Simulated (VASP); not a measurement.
# Zr3Cd2 in VASP: notebook, part 2 of 2

VASP 6.6.1.

**6. Single point, PBEsol (biaxial strain in the a-b plane: +4.5 %, then relaxed in part)**

Contents of INCAR:

```
PREC = Accurate ; ENCUT = 520
EDIFF = 1E-7 ; ISMEAR = 0
SIGMA = 0.1 ; LREAL = False
LASPH = True ; NELM = 80
ALGO = Fast ; ISIF = 2
LWAVE = False ; LCHARG = True
GGA = PS ; LELF = True
LVHAR = True ; NBANDS = 38
```

Contents of KPOINTS:

```
Automatic mesh
0
Gamma
  8 8 8
```

Contents of POSCAR:

```
Zr3Cd2
1.0
    5.7493158315      0.0000000000      0.0000000000
    0.0000000000      5.7493158315      0.0000000000
    0.0000000000      0.0000000000      5.0768325656
Zr Cd
3 2
Direct
    0.0000000000      0.5000000000      0.0000000000
    0.5000000000      0.0000000000      0.0000000000
    0.0000000000      0.0000000000      0.0000000000
    0.5000000000      0.5000000000      0.5000000000
    0.5000000000      0.5000000000      0.0000000000
```

Potentials or basis: VASP PAW PBE potentials, release 64 (Zr_sv, Cd).

Started as:

```sh
> cat potpaw_PBE.64/Zr_sv/POTCAR potpaw_PBE.64/Cd/POTCAR > POTCAR
> mpirun -np 1 vasp_std > vasp.out
```

OUTCAR:

```text
PREC = Accurate
   ENCUT = 520
   EDIFF = 1E-7
   ISMEAR = 0
   LREAL = False
   LASPH = True
   NELM = 80
   ISIF = 2
   GGA = PS

 ion  position               nearest neighbor table
   1  0.000  0.500  0.000-   3 2.87   5 2.87   3 2.87   5 2.87   4 3.83   4 3.83   4 3.83   4 3.83

   2  0.500  0.000  0.000-   3 2.87   5 2.87   5 2.87   3 2.87   4 3.83   4 3.83   4 3.83   4 3.83

   3  0.000  0.000  0.000-   1 2.87   2 2.87   1 2.87   2 2.87
   4  0.500  0.500  0.500-   5 2.54   5 2.54   1 3.83   1 3.83   2 3.83   2 3.83   2 3.83   2 3.83
                             1 3.83   1 3.83
   5  0.500  0.500  0.000-   4 2.54   4 2.54   1 2.87   2 2.87   2 2.87   1 2.87
[... 1191 lines left out ...]
  -------------------------------------------------------------------------------------
  Total       -6.2160584     -6.2160584      0.3899895      0.0000000      0.0000000      0.0000000
  in kB      -59.3472360    -59.3472360      3.7233886      0.0000000      0.0000000      0.0000000
  external PRESSURE =     -38.3236944 kB  Pullay stress =       0.0000000 kB

 VOLUME and BASIS-vectors are now :
 -----------------------------------------------------------------------------
  energy-cutoff  :      520.00
  volume of cell :      167.81
      direct lattice vectors                 reciprocal lattice vectors
     5.749315831  0.000000000  0.000000000     0.173933739  0.000000000  0.000000000
     0.000000000  5.749315831  0.000000000     0.000000000  0.173933739  0.000000000
     0.000000000  0.000000000  5.076832566     0.000000000  0.000000000  0.196973209

 POSITION                                       TOTAL-FORCE (eV/Angst)
 -----------------------------------------------------------------------------------
      0.00000      2.87466      0.00000         0.000000      0.000000      0.000000
      2.87466      0.00000      0.00000         0.000000      0.000000      0.000000
      0.00000      0.00000      0.00000         0.000000      0.000000      0.000000
      2.87466      2.87466      2.53842         0.000000      0.000000      0.000000
      2.87466      2.87466      0.00000         0.000000      0.000000      0.000000
 -----------------------------------------------------------------------------------
    total drift:                                0.000000      0.000000      0.000000

  FREE ENERGIE OF THE ION-ELECTRON SYSTEM (eV)
  ---------------------------------------------------
  free  energy   TOTEN  =       -23.3492629875 eV

  energy  without entropy=      -23.3149252171  energy(sigma->0) =      -23.33209410
```

OSZICAR:

```text
N       E                     dE             d eps       ncg     rms          rms(c)
DAV:   1     0.580260656331E+03    0.58026E+03   -0.30592E+04  5700   0.150E+03
DAV:   2     0.177636839059E+02   -0.56250E+03   -0.54978E+03  6192   0.427E+02
DAV:   3    -0.224370700795E+02   -0.40201E+02   -0.39052E+02  9184   0.948E+01
[... 25 lines left out ...]
RMM:  29    -0.233492626784E+02   -0.17740E-06   -0.17696E-06  5423   0.235E-03    0.604E-03
RMM:  30    -0.233492628215E+02   -0.14302E-06   -0.14963E-06  4724   0.219E-03    0.608E-03
RMM:  31    -0.233492628284E+02   -0.69822E-08   -0.18525E-06  7103   0.360E-03    0.301E-03
RMM:  32    -0.233492629303E+02   -0.10185E-06   -0.94144E-07  4233   0.179E-03    0.319E-03
RMM:  33    -0.233492629875E+02   -0.57262E-07   -0.91022E-07  4882   0.199E-03
   1 F= -.23349263E+02 E0= -.23332094E+02  d E =-.343378E-01
```

stdout:

```text
POSCAR found type information on POSCAR ZrCd
[... 46 lines left out ...]
 num prob  num prob  num prob  num prob  num prob  num prob  num prob  num prob  num prob  num prob  num prob  num prob  num prob  num prob  num prob  num prob  num prob  num prob  num prob  num prob  num prob  num prob  num prob  num prob  num prob  num prob  num prob  num prob  num prob  num prob  num prob  num prob  num prob  num prob  num prob  num prob  num prob  num prob  num prob  num prob  num prob  num prob  num prob  num prob  num prob  num prob  num prob  num prob  num prob  num prob  num prob  num prob  num prob  num prob  num prob  num prob  num prob  num prob WARNING in EDDRMM: call to ZHEGV failed, returncode =   6  3     17
 num prob  num prob  num prob  num prob  num prob  num prob  num prob  num prob  num prob  num prob  num prob  num prob  num prob  num prob  num prob  num prob  num prob  num prob  num prob  num
```

It took 41 min on 1 thread of Oxide Virtual Turin-like, shared host; peak memory 0.53 GiB.

Results:

- Free energy: -23.3493 eV
- Pressure: -3.8 GPa
- Band gap on the k mesh: zero (bands 30 and 31 overlap by 1.02 eV)

Stress tensor (GPa, compression positive):
```
-5.93  0.00  0.00
 0.00 -5.93  0.00
 0.00  0.00  0.37
```

Caveat: the cell differs from its parent crystal (biaxial strain in the a-b plane: +4.5 %, then relaxed in part); the cell stands under tension; the PAW data sets were made with another functional, which shifts forces and pressure a little.

**7. Summary**

| cell | k mesh | further INCAR settings | gap on the mesh (eV) | pressure (GPa) |
| --- | --- | --- | --- | --- |
| a = 5.667, b = 5.667, c = 4.999 Å, 5 atoms, atomic positions A | 8 × 8 × 8 | ALGO = Fast; EDIFF = 1e-06; NBANDS = 38 | none | -2.1 |
| a = 5.667, b = 5.667, c = 5.081 Å, 5 atoms, atomic positions A | 8 × 8 × 8 | ALGO = Fast; EDIFF = 1e-06; NBANDS = 38 | none | -2.7 |
| a = 5.749, b = 5.749, c = 4.953 Å, 5 atoms, atomic positions A | 8 × 8 × 8 | ALGO = Fast; EDIFF = 1e-06; NBANDS = 38 | none | -3.0 |
| a = 5.501, b = 5.091, c = 5.512 Å, 5 atoms, atomic positions B | 8 × 6 × 6 | ALGO = Fast; EDIFF = 1e-06; NBANDS = 38 | none | 0.2 |
| a = 5.749, b = 5.749, c = 5.077 Å, 5 atoms, atomic positions A | 8 × 8 × 8 | ALGO = Fast; EDIFF = 1e-07; NBANDS = 38 | none | -3.8 |

Alike in all rows: task single point; level PBEsol; potentials or basis VASP PAW PBE potentials, release 64 (Zr_sv, Cd); no spin polarisation; cutoff (eV) 520; smearing gaussian 0.1 eV.

Caveats: the PAW data sets were made with another functional, which shifts forces and pressure a little; the cell stands under tension (at least some runs).

Absolute energies hang on the potentials; compare differences alone.
